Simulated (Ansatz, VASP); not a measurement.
# LaSiO in VASP and in Ansatz

```
La Si O
1.0
     4.19562    0.00000    0.00000
     0.00000    4.19562    0.00000
     0.00000    0.00000    3.77812
La Si O
1 1 1
Direct
  0.50000 0.50000 0.00000
  0.00000 0.00000 0.00000
  0.00000 0.00000 0.50000
```

Alike in both runs: functional PBE; k mesh 4 × 4 × 6; occupations gaussian, width 0.1 eV; no spin polarisation.

Ansatz relaxed the structure, and its values are those at the end. VASP's run is a single point on that final structure, the one shown.

|  | VASP | Ansatz |
| --- | --- | --- |
| version | VASP 6.6.1 | Ansatz 0.2.0 |
| potentials or method | VASP PAW PBE potentials, release 64 (La, Si, O), cutoff 520 eV | scalar-relativistic, plane waves, PAW |
| valence electrons in the cell | 21 | 21 |

|  | VASP | Ansatz | Ansatz less VASP |
| --- | --- | --- | --- |
| gap on the k mesh at the Fermi level (eV) | none | none | - |
| pressure (GPa) | 0.1 | 0.1 | +0.03 |

A gap of «none» marks a metal or a gap that the smearing closes. The functional is the same, so the differences come from potentials, cutoffs and numerics.

The k mesh is coarse, so the values compare programs but aren't converged. Spin-orbit coupling is off throughout.
